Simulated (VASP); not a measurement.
# Ba7O8 (a cell with a defect) in VASP: single point with PBE

Aim: the single point of Ba7O8 (a cell with a defect) with PBE.

All numbers are computed with VASP 6.6.1; they aren't measurements. Logs are shortened: lines on timing, memory, paths and dates and some standing lists are left out, and cuts for length are marked.

**1. The cell of the first run**

The cell holds a defect, 15 atoms: a = 7.882 Å, b = 7.882 Å, c = 7.882 Å, α = 60.00°, β = 60.00°, γ = 60.00°.

**2. Single point, PBE (atoms taken out, then relaxed in part)**

INCAR reads:

```
PREC     = Accurate       # precision mode
ENCUT    = 520            # plane-wave cutoff, eV
EDIFF    = 1E-7           # SCF threshold, eV
ISMEAR   = 0              # smearing method
SIGMA    = 0.05           # smearing width, eV
LREAL    = Auto         
LASPH    = True           # aspherical terms in the spheres
NELM     = 100            # most SCF steps
ALGO     = Normal         # electronic algorithm
ISIF     = 2              # what is computed and relaxed
LWAVE    = False          # write WAVECAR
LCHARG   = False          # write CHGCAR
GGA      = PE             # functional
NBANDS   = 72             # bands
NELECT   = 120.0
```

KPOINTS reads:

```
regular mesh
0
Gamma
  4 4 4
```

POSCAR reads:

```
Ba7O8
1.0
    0.0000000000      5.5733264820     -5.5733264820
    5.5733264820      5.5733264820      0.0000000000
    5.5733264820      0.0000000000     -5.5733264820
Ba O
7 8
Direct
    0.0000000000      0.5000000000      0.5000000000
    0.5000000000      0.0000000000      0.5000000000
    0.5000000000      0.5000000000      0.5000000000
    0.0000000000      0.0000000000      1.0000000000
    0.0000000000      0.5000000000      1.0000000000
    0.5000000000      0.0000000000      1.0000000000
    0.5000000000      0.5000000000      1.0000000000
    0.2643955758      0.7356044242      0.2356044242
    0.2643955758      0.2643955758      0.2356044242
    0.7500000000      0.7500000000      0.2500000000
    0.7356044242      0.2643955758      0.2356044242
    0.2643955758      0.7356044242      0.7643955758
    0.2500000000      0.2500000000      0.7500000000
    0.7356044242      0.7356044242      0.7643955758
    0.7356044242      0.2643955758      0.7643955758
```

Potentials or basis: VASP PAW PBE potentials, release 64 (Ba_sv, O).

Command:

```
cat potpaw_PBE.64/Ba_sv/POTCAR potpaw_PBE.64/O/POTCAR > POTCAR
mpirun -np 1 vasp_std > vasp.out
```

OUTCAR:

```text
PREC = Accurate
   ENCUT = 520
   EDIFF = 1E-7
   ISMEAR = 0
   LREAL = Auto
   LASPH = True
   NELM = 100
   ISIF = 2
   GGA = PE
   NELECT = 120.0

 ion  position               nearest neighbor table
   1  0.000  0.500  0.500-  10 2.79  13 2.79   8 2.79   9 2.79  14 2.79  15 2.79   3 3.94   5 3.94
                             4 3.94   5 3.94   7 3.94   2 3.94   4 3.94   2 3.94   3 3.94   7 3.94
   2  0.500  0.000  0.500-  10 2.79  13 2.79  11 2.79  12 2.79   9 2.79  14 2.79   3 3.94   6 3.94
                             4 3.94   6 3.94   7 3.94   1 3.94   3 3.94   7 3.94   1 3.94   4 3.94
   3  0.500  0.500  0.500-  10 2.79  13 2.79  11 2.79  12 2.79   8 2.79  15 2.79   1 3.94   2 3.94
                             7 3.94   5 3.94   6 3.94   7 3.94   2 3.94   6 3.94   1 3.94   5 3.94
   4  0.000  0.000  0.000-  10 2.79  13 2.79  11 2.79  12 2.79   8 2.79  15 2.79   5 3.94   6 3.94
                             1 3.94   2 3.94   1 3.94   5 3.94   7 3.94   2 3.94   6 3.94   7 3.94
   5  0.000  0.500  0.000-  10 2.79  13 2.79  11 2.79  12 2.79   9 2.79  14 2.79   1 3.94   4 3.94
                             7 3.94   1 3.94   3 3.94   4 3.94   6 3.94   3 3.94   6 3.94   7 3.94
   6  0.500  0.000  0.000-  10 2.79  13 2.79   8 2.79   9 2.79  14 2.79  15 2.79   2 3.94   4 3.94
                             7 3.94   2 3.94   3 3.94   3 3.94   5 3.94   7 3.94   4 3.94   5 3.94
   7  0.500  0.500  0.000-   8 2.63   9 2.63  11 2.63  12 2.63  14 2.63  15 2.63   3 3.94   5 3.94
                             6 3.94   1 3.94   2 3.94   3 3.94   2 3.94   4 3.94   6 3.94   1 3.94
   8  0.264  0.736  0.236-   7 2.63   3 2.79   4 2.79   6 2.79   1 2.79
   9  0.264  0.264  0.236-   7 2.63   2 2.79   5 2.79   6 2.79   1 2.79
  10  0.750  0.750  0.250-   1 2.79   2 2.79   3 2.79   4 2.79   5 2.79   6 2.79
  11  0.736  0.264  0.236-   7 2.63   3 2.79   4 2.79   5 2.79   2 2.79
  12  0.264  0.736  0.764-   7 2.63   3 2.79   4 2.79   5 2.79   2 2.79
  13  0.250  0.250  0.750-   1 2.79   2 2.79   3 2.79   4 2.79   5 2.79   6 2.79
  14  0.736  0.736  0.764-   7 2.63   2 2.79   5 2.79   6 2.79   1 2.79
  15  0.736  0.264  0.764-   7 2.63   3 2.79   4 2.79   6 2.79   1 2.79

  LATTYP: Found a face centered cubic cell.
 ALAT       =    11.1466529640

  Lattice vectors:

 A1 = (   0.0000000000,   5.5733264820,  -5.5733264820)
 A2 = (   5.5733264820,   5.5733264820,   0.0000000000)
 A3 = (   5.5733264820,   0.0000000000,  -5.5733264820)

Analysis of symmetry for initial positions (statically):
=====================================================================
 Subroutine PRICEL returns:
 Original cell was already a primitive cell.

 Routine SETGRP: Setting up the symmetry group for a
 face centered cubic supercell.

 Subroutine GETGRP returns: Found 48 space group operations
 (whereof  8 operations were pure point group operations)
 out of a pool of 48 trial point group operations.

The static configuration has the point symmetry D_2h.
 The point group associated with its full space group is O_h .

Analysis of symmetry for dynamics (positions and initial velocities):
=====================================================================
 Subroutine PRICEL returns:
 Original cell was already a primitive cell.

 Routine SETGRP: Setting up the symmetry group for a
 face centered cubic supercell.

 Subroutine GETGRP returns: Found 48 space group operations
 (whereof  8 operations were pure point group operations)
 out of a pool of 48 trial point group operations.

The dynamic configuration has the point symmetry D_2h.
 The point group associated with its full space group is O_h .

 Subroutine INISYM returns: Found 48 space group operations
 (whereof  8 operations are pure point group operations),
 and found     1 'primitive' translations

----------------------------------------------------------------------------------------

                                     Primitive cell

  volume of cell :     346.2370

  direct lattice vectors                    reciprocal lattice vectors
     0.000000000  5.573326482 -5.573326482    -0.089713029  0.089713029 -0.089713029
     5.573326482  5.573326482  0.000000000     0.089713029  0.089713029  0.089713029
     5.573326482  0.000000000 -5.573326482     0.089713029 -0.089713029 -0.089713029

  length of vectors
     7.881873898  7.881873898  7.881873898     0.155387524  0.155387524  0.155387524

  position of ions in fractional coordinates (direct lattice)
     0.000000000  0.500000000  0.500000000
     0.500000000  0.000000000  0.500000000
     0.500000000  0.500000000  0.500000000
     0.000000000  0.000000000  0.000000000
     0.000000000  0.500000000  0.000000000
     0.500000000  0.000000000  0.000000000
     0.500000000  0.500000000  0.000000000
     0.264395576  0.735604424  0.235604424
     0.264395576  0.264395576  0.235604424
     0.750000000  0.750000000  0.250000000
     0.735604424  0.264395576  0.235604424
     0.264395576  0.735604424  0.764395576
     0.250000000  0.250000000  0.750000000
     0.735604424  0.735604424  0.764395576
     0.735604424  0.264395576  0.764395576

  ion indices of the primitive-cell ions
   primitive index   ion index
                 1           1
                 2           2
                 3           3
                 4           4
                 5           5
                 6           6
                 7           7
                 8           8
                 9           9
                10          10
                11          11
                12          12
                13          13
                14          14
                15          15

----------------------------------------------------------------------------------------

 KPOINTS: regular mesh

Automatic generation of k-mesh.
 Grid dimensions read from file:
 generate k-points for:    4    4    4

 Generating k-lattice:

  Cartesian coordinates                     Fractional coordinates (reciprocal lattice)
    -0.022428257  0.022428257 -0.022428257     0.250000000  0.000000000  0.000000000
     0.022428257  0.022428257  0.022428257     0.000000000  0.250000000  0.000000000
     0.022428257 -0.022428257 -0.022428257     0.000000000  0.000000000  0.250000000

  Length of vectors
     0.038846881  0.038846881  0.038846881

  Shift w.r.t. Gamma in fractional coordinates (k-lattice)
     0.000000000  0.000000000  0.000000000

 Subroutine IBZKPT returns following result:
 ===========================================

 Found      8 irreducible k-points:

 Following reciprocal coordinates:
            Coordinates               Weight
  0.000000  0.000000  0.000000      1.000000
  0.250000  0.000000  0.000000      8.000000
  0.500000  0.000000  0.000000      4.000000
  0.250000  0.250000  0.000000      6.000000
  0.500000  0.250000  0.000000     24.000000
 -0.250000  0.250000  0.000000     12.000000
  0.500000  0.500000  0.000000      3.000000
 -0.250000  0.500000  0.250000      6.000000
   k-points           NKPTS =      8   k-points in BZ     NKDIM =      8   number of bands    NBANDS=     72
   number of dos      NEDOS =    301   number of ions     NIONS =     15
   total plane-waves  NPLWV = 216000
   dimension x,y,z NGX =    60 NGY =   60 NGZ =   60
   dimension x,y,z NGXF=   120 NGYF=  120 NGZF=  120
   ions per type =               7   8
   NGX,Y,Z   is equivalent  to a cutoff of  12.66, 12.66, 12.66 a.u.
   NGXF,Y,Z  is equivalent  to a cutoff of  25.31, 25.31, 25.31 a.u.
 SYSTEM =  unknown system
   PREC   = accura    normal or accurate (medium, high low for compatibility)
   ISTART =      0    job   : 0-new  1-cont  2-samecut
   ICHARG =      2    charge: 1-file 2-atom 10-const
   ISPIN  =      1    spin polarized calculation?
   LNONCOLLINEAR =      F non collinear calculations
   LSORBIT =      F    spin-orbit coupling
   LASPH  =      T    aspherical Exc in radial PAW
   ENCUT  =  520.0 eV  38.22 Ry    6.18 a.u.  14.66 14.66 14.66*2*pi/ulx,y,z
   NELM   =    100;   NELMIN=  2; NELMDL= -5     # of ELM steps
   EDIFF  = 0.1E-06   stopping-criterion for ELM
   LREAL  =      T    real-space projection
   EDIFFG = 0.1E-05   stopping-criterion for IOM
   NSW    =      0    number of steps for IOM
   IBRION =     -1    ionic relax: 0-MD 1-quasi-New 2-CG
   NFREE  =      0    steps in history (QN), initial steepest desc. (CG)
   ISIF   =      2    stress and relaxation
   ISYM   =      2    0-nonsym 1-usesym 2-fastsym
   POTIM  = 0.5000    time-step for ionic-motion
   TEBEG  =    0.0;   TEEND  =   0.0 temperature during run
   PSTRESS=    0.0 pullay stress
   NELECT =     120.0000    total number of electrons
   NUPDOWN=      -1.0000    fix difference up-down
   EMIN   =  10.00;   EMAX   =-10.00  energy-range for DOS
   EFERMI =   0.00;   METHOD = LEGACY
   ISMEAR =     0;   SIGMA  =   0.05  broadening in eV -4-tet -1-fermi 0-gaus
   EFERMI_NEDOS =   21; number of points for ismear=-14 and -15
   IALGO  =     38    algorithm
   IMIX   =      4    mixing-type and parameters
     AMIX     =   0.40;   BMIX     =  1.00
     AMIX_MAG =   1.60;   BMIX_MAG =  1.00
  volume/ion in A,a.u.               =      23.08       155.77
  Fermi-wavevector in a.u.,A,eV,Ry     =   1.149946  2.173083 17.992014  1.322376
  Thomas-Fermi vector in A             =   2.286613
   LORBIT       =      0    0 simple, 1 ext, 2 COOP (PROOUT), +10 PAW based schemes
   GGA     = PE    functional components
   LHFCALC =     F    Hartree Fock is set to
   AEXX    =    0.0000 exact exchange contribution
   IVDW    =     0    specifies the selected vdW correction
   LEPSILON=     F    determine dielectric tensor
   LRPA    =     F    only Hartree local field effects (RPA)
 non-spin polarized calculation
 Gauss-broadening in eV      SIGMA  =   0.05
  energy-cutoff  :      520.00
  volume of cell :      346.24
 maximum number of plane-waves:      9377
 NGX is ok and might be reduce to    60
   NGX = 29   NGY = 29   NGZ = 29

 number of electron     120.0000001 magnetization

 Free energy of the ion-electron system (eV)
  ---------------------------------------------------
  ext. energy  EPLUGINS =         0.00000000
  ---------------------------------------------------
  free energy    TOTEN  =       -84.03701594 eV

  energy without entropy =      -84.03701594  energy(sigma->0) =      -84.03701594

 E-fermi :   1.5918     XC(G=0):  -9.0983

 val. band max:        1.3215996807   @ k =  -0.2500   0.2500   0.0000
 cond. band min:       3.3790441655   @ k =   0.0000   0.0000   0.0000
 fundamental gap:      2.0574444848
 Fermi energy:         1.5917759343

 k-point     1 :       0.0000    0.0000    0.0000
  band No.  band energies     occupation
      1     -25.1864      2.00000
      2     -25.0202      2.00000
      3     -25.0202      2.00000
      4     -25.0202      2.00000
      5     -24.9569      2.00000
      6     -24.9569      2.00000
[... 64 lines left out ...]
     71       6.2997      0.00000
     72       6.5736      0.00000
[... 523 lines left out ...]
     71       6.2382      0.00000
     72       6.2455      0.00000

------------------------ aborting loop because EDIFF is reached ----------------------------------------

  FORCE on cell =-STRESS in cart. coord.  units (eV):
  Direction    XX          YY          ZZ          XY          YZ          ZX
  --------------------------------------------------------------------------------------
  -------------------------------------------------------------------------------------
  Total       10.3623360     10.3623360     10.3623360     -0.0000000     -0.0000000     -0.0000000
  in kB       47.9506838     47.9506838     47.9506838     -0.0000000     -0.0000000     -0.0000000
  external PRESSURE =      47.9506838 kB  Pullay stress =       0.0000000 kB

 VOLUME and BASIS-vectors are now :
 -----------------------------------------------------------------------------
  energy-cutoff  :      520.00
  volume of cell :      346.24
      direct lattice vectors                 reciprocal lattice vectors
     0.000000000  5.573326482 -5.573326482    -0.089713029  0.089713029 -0.089713029
     5.573326482  5.573326482  0.000000000     0.089713029  0.089713029  0.089713029
     5.573326482  0.000000000 -5.573326482     0.089713029 -0.089713029 -0.089713029

 POSITION                                       TOTAL-FORCE (eV/Angst)
 -----------------------------------------------------------------------------------
      5.57333      2.78666     -2.78666         0.000000      0.000000     -0.000000
      2.78666      2.78666     -5.57333        -0.000000      0.000000     -0.000000
      5.57333      5.57333     -5.57333         0.000000      0.000000     -0.000000
      0.00000      0.00000      0.00000        -0.000000     -0.000000     -0.000000
      2.78666      2.78666      0.00000         0.000000      0.000000     -0.000000
      0.00000      2.78666     -2.78666         0.000000     -0.000000     -0.000000
      2.78666      5.57333     -2.78666        -0.000000     -0.000000     -0.000000
      5.41286      5.57333     -2.78666         0.110369      0.000000     -0.000000
      2.78666      2.94713     -2.78666         0.000000     -0.110369     -0.000000
      5.57333      8.35999     -5.57333         0.000000      0.000000     -0.000000
      2.78666      5.57333     -5.41286         0.000000      0.000000     -0.110369
      8.35999      5.57333     -5.73379         0.000000      0.000000      0.110369
      5.57333      2.78666     -5.57333        -0.000000     -0.000000      0.000000
      8.35999      8.19953     -8.35999         0.000000      0.110369     -0.000000
      5.73379      5.57333     -8.35999        -0.110369      0.000000     -0.000000
 -----------------------------------------------------------------------------------
    total drift:                                0.000000     -0.000000      0.000000

  FREE ENERGIE OF THE ION-ELECTRON SYSTEM (eV)
  ---------------------------------------------------
  free  energy   TOTEN  =       -84.0370159392 eV

  energy  without entropy=      -84.0370159392  energy(sigma->0) =      -84.03701594
```

Wall time 11 min (1 thread of Intel Xeon Platinum 8259CL at 2.50GHz (Skylake/Cascade Lake), shared host); peak memory 0.53 GiB.

Results:

```
Free energy   : -84.0370 eV
Largest force : 0.110 eV/Å
```

Forces on the atoms (eV/Å):
```
Ba   0.000  0.000  0.000
Ba   0.000  0.000  0.000
Ba   0.000  0.000  0.000
Ba   0.000  0.000  0.000
Ba   0.000  0.000  0.000
Ba   0.000  0.000  0.000
Ba   0.000  0.000  0.000
O    0.110  0.000  0.000
O    0.000 -0.110  0.000
O    0.000  0.000  0.000
O    0.000  0.000 -0.110
O    0.000  0.000  0.110
O    0.000  0.000  0.000
O    0.000  0.110  0.000
O   -0.110  0.000  0.000
```

Caveat: the cell carries a net charge on a neutralising background, which shifts energy and pressure; the cell differs from its parent crystal (atoms taken out, then relaxed in part); the cell is charged against a uniform background, so pressure and absolute levels hang on convention; spin-orbit coupling is left out, which moves the levels of the heavy elements.
